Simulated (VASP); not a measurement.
Wanted: the native input for a VASP 6.6.1 run.

* Task: single point
* Functional: PBE
* Potentials or basis: VASP PAW PBE potentials, release 64 (Ta_pv, N)
* Cutoff: 520 eV
* k mesh: 17 × 17 × 17
* Occupations: fermi-dirac, width 0.1 eV
* Spin: no spin polarisation
* Dipole correction: no
* Further INCAR settings: ALGO = Normal; EDIFF = 1e-07; NBANDS = 15

The structure of TaN (rocksalt type) lies in POSCAR:

```
TaN
1.0
    0.0000000000      1.9588730615      1.9588730615
    1.9588730615      0.0000000000      1.9588730615
    1.9588730615      1.9588730615      0.0000000000
Ta N
1 1
Direct
    0.0000000000      0.0000000000      0.0000000000
    0.5000000000      0.5000000000      0.5000000000
```

The input as run:

INCAR

```
SYSTEM = TaN
PREC = Accurate
ENCUT = 520
EDIFF = 1E-7
ISMEAR = -1
SIGMA = 0.1
LREAL = .FALSE.
LASPH = .TRUE.
NELM = 60
ALGO = Normal
ISIF = 2
LWAVE = .FALSE.
LCHARG = .TRUE.
GGA = PE
LELF = .TRUE.
LVHAR = .TRUE.
NBANDS = 15
```

KPOINTS

```
regular mesh
0
G
  17 17 17
  0 0 0
```

Potentials or basis: VASP PAW PBE potentials, release 64 (Ta_pv, N).

Run with:

```console
$ cat potpaw_PBE.64/Ta_pv/POTCAR potpaw_PBE.64/N/POTCAR > POTCAR
$ mpirun -np 1 vasp_std > vasp.out
```

Results of the run:

The pressure is 265.8 GPa and the band gap on the k mesh is zero (band 8 reaches 16.94 eV, above the bottom of band 9 at 10.56 eV).

Caveat: spin-orbit coupling is left out, which moves the levels of the heavy elements.

Wall time 21 s on 1 thread of Intel(R) Xeon(R) Platinum 8488C (Sapphire Rapids), with other jobs on the host, peak memory 0.17 GiB.
